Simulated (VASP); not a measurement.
C, 2 atoms in the cell. The structure is monoclinic, space group C2/m (No. 12). Conventional cell: a = 4.269 Å, b = 2.465 Å, c = 3.650 Å, α = 90.00°, β = 112.95°, γ = 90.00°. Within 1.9 Å of C (site symmetry m) lie 3 C at 1.39 to 1.53 Å.  This cell differs from its parent crystal: mode 4 frozen in at -0.095 Å and mode 6 at +0.045 Å (largest displacements).

```yaml
Program: VASP 6.6.1
Task: single point
Functional: PBE
Dispersion: D3(BJ)
Potentials_or_basis: VASP PAW PBE potentials, release 64 (C)
Cutoff: 520 eV
k_mesh: 15 × 15 × 15
Occupations: gaussian, width 0.05 eV
Spin: no spin polarisation
Dipole_correction: no
Further_INCAR_settings: ALGO = Normal; EDIFF = 1e-06; NBANDS = 11
```

Potentials or basis: VASP PAW PBE potentials, release 64 (C).

Run with:

```console
$ cat potpaw_PBE.64/C/POTCAR > POTCAR
$ mpirun -np 1 vasp_std > vasp.out
```

Hardware: 1 thread of Intel(R) Xeon(R) Platinum 8559C (Emerald Rapids) (shared host).

Question: Estimate the wall time of this run.

Answer: Wall time 110 s on 1 thread of Intel(R) Xeon(R) Platinum 8559C (Emerald Rapids), with other jobs on the host, peak memory 0.27 GiB. Counts: scf iterations 12, k points 904.
